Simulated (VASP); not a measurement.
**B5W: single point with PBE**

Crystal: B5W.

```
B W
1.0
     4.15031    0.00000    0.00000
    -2.07516    3.59428    0.00000
     0.00000    0.00000    2.95790
B W
5 1
Direct
  0.00000 0.50000 0.50000
  0.33333 0.66667 0.00000
  0.66667 0.33333 0.00000
  0.50000 0.00000 0.50000
  0.50000 0.50000 0.50000
  0.00000 0.00000 0.00000
```

The cell was built from a structure type or drawn by symmetry, and may not be a known phase.

```
Program             : VASP 6.6.1
Task                : single point
Functional          : PBE
Potentials or basis : VASP PAW PBE potentials, release 64 (B, W_sv)
Cutoff              : 520 eV
k mesh              : 12 × 12 × 12
Occupations         : gaussian, width 0.1 eV
Spin                : no spin polarisation
```

```json
{
  "Pressure": "0.3 GPa",
  "Band gap on the k mesh": "zero (an odd number of electrons rules out a gap without spin polarisation)"
}
```

Stress tensor (GPa, compression positive):
```
0.36 0.00 0.00
0.00 0.36 0.00
0.00 0.00 0.26
```

Levels at points of the mesh, in eV from the Fermi level:
```
           k point  band 12  band 13  band 14  band 15  band 16  band 17
(0.00, 0.00, 0.00)    -5.47    -0.09    -0.09     1.26     1.45     2.17
(0.50, 0.00, 0.00)    -3.46    -1.98    -1.31    -1.09     0.45     2.06
(0.00, 0.00, 0.50)    -3.61    -3.07    -3.07     0.52     0.52     3.04
(0.50, 0.00, 0.50)    -4.25    -2.77    -1.51     0.81     2.07     2.47
```

Wall time 43 s on 1 thread of Intel(R) Xeon(R) 6975P-C (Granite Rapids), on a shared host, peak memory 0.25 GiB.

Caveat: spin-orbit coupling is left out, which moves the levels of the heavy elements.
